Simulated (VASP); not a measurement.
Crystal: CdS.

```
Cd S
1.0
     0.00000    3.68788    5.75732
     1.84507    0.00000    5.75732
     1.84507    3.68788    0.00000
Cd S
2 2
Direct
  0.93677 0.93677 0.56323
  0.68677 0.68677 0.31323
  0.31323 0.31323 0.68677
  0.56323 0.56323 0.93677
```

The cell was built from a structure type or drawn by symmetry, and may not be a known phase.

- Program: VASP 6.6.1
- Task: relaxation of cell and atoms
- Functional: PBE
- Potentials or basis: VASP PAW PBE potentials, release 64 (Cd, S)
- Cutoff: 600 eV
- k mesh: 6 × 6 × 6
- Occupations: gaussian, width 0.1 eV
- Spin: no spin polarisation

At the start: pressure 19.8 GPa; volume 19.59 Å³/atom.

Task: How do energy, volume and symmetry change on relaxing?

Result: Over 9 steps the energy falls by 263.6 meV/atom and the volume is 23.59 Å³/atom (+20.4 %); space group Fdd2 (No. 43, to 0.1 Å) before and after.

Step by step:
```csv
step,energy change (eV),largest force (eV/Å),pressure (GPa),volume (Å³)
1,0.0000,1.4265,19.84,78.35
2,-0.6658,0.1915,-6.02,108.96
3,-1.0236,0.0077,0.04,94.72
4,-1.0235,0.0043,0.27,94.37
5,-1.0393,0.0354,0.06,94.71
6,-1.0504,0.1007,-0.35,95.36
7,-1.0506,0.0921,-0.29,95.28
8,-1.0539,0.0416,0.00,94.63
9,-1.0543,0.0200,0.12,94.36
```

Final structure:
```
Cd S
1.0
     0.00000    3.78469    6.41432
     1.94351    0.00000    6.41432
     1.94351    3.78469    0.00000
Cd S
2 2
Direct
  0.93259 0.93259 0.56741
  0.68259 0.68259 0.31741
  0.31741 0.31741 0.68259
  0.56741 0.56741 0.93259
```

Caveat: the volume moved by over 15 % at a fixed basis, so the end points are rough.
